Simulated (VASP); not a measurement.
# Sr: single point with PBEsol

Crystal: Sr.

```xyz
1
Lattice="-1.7681 1.7681 1.7681 1.7681 -1.7681 1.7681 1.7681 1.7681 -1.7681" Properties=species:S:1:pos:R:3 pbc="T T T"
Sr    0.0000    0.0000    0.0000
```

| Quantity | Value |
| --- | --- |
| Program | VASP 6.6.1 |
| Task | single point |
| Functional | PBEsol |
| Potentials or basis | VASP PAW PBE potentials, release 64 (Sr_sv) |
| Cutoff | 520 eV |
| k mesh | 15 × 15 × 15 |
| Occupations | fermi-dirac, width 0.08 eV |
| Spin | no spin polarisation |

| Item | Value |
| --- | --- |
| Pressure | 36.7 GPa |
| Band gap on the k mesh | zero (band 5 reaches 6.94 eV, above the bottom of band 6 at 3.54 eV) |

Levels at points of the mesh, in eV from the Fermi level:
| k point | band 3 | band 4 | band 5 | band 6 | band 7 | band 8 |
| --- | --- | --- | --- | --- | --- | --- |
| (0.00, 0.00, 0.00) | -16.25 | -16.25 | -3.72 | 3.40 | 3.40 | 3.40 |

Run time: 13 s on 1 thread of Intel(R) Xeon(R) Platinum 8488C (Sapphire Rapids), with other jobs on the host, peak memory 0.16 GiB.

Caveat: the PAW data sets were made with another functional, which shifts forces and pressure a little.
